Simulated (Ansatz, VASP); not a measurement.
# One calculation of TiAl, two programs

```
Ti Al
1.0
     3.08866    0.00000    0.00000
    -1.54433    2.67486    0.00000
     0.00000    0.00000    4.03145
Ti Al
1 1
Direct
  0.00000 0.00000 0.00000
  0.33333 0.66667 0.50000
```

Alike in both runs: task single point; functional r2SCAN; k mesh 24 × 24 × 12; occupations gaussian, width 0.15 eV; no spin polarisation.

|  | VASP | Ansatz |
| --- | --- | --- |
| version | VASP 6.6.1 | Ansatz 0.2.0 |
| potentials or method | VASP PAW PBE potentials, release 64 (Ti_sv, Al), cutoff 520 eV | scalar-relativistic, plane waves, PAW |
| valence electrons in the cell | 15 | 15 |

|  | VASP | Ansatz | Ansatz less VASP |
| --- | --- | --- | --- |
| gap on the k mesh at the Fermi level (eV) | none | none | - |
| pressure (GPa) | 4.0 | 3.9 | -0.08 |
| traceless stress, the component that is largest in VASP (GPa) | 16.64 | 16.67 | +0.026 |

VASP's potentials were made for PBE, not for r2SCAN. A gap of «none» marks a metal or a gap that the smearing closes. With one functional, cell and mesh, what is left measures potentials, basis and numerics.
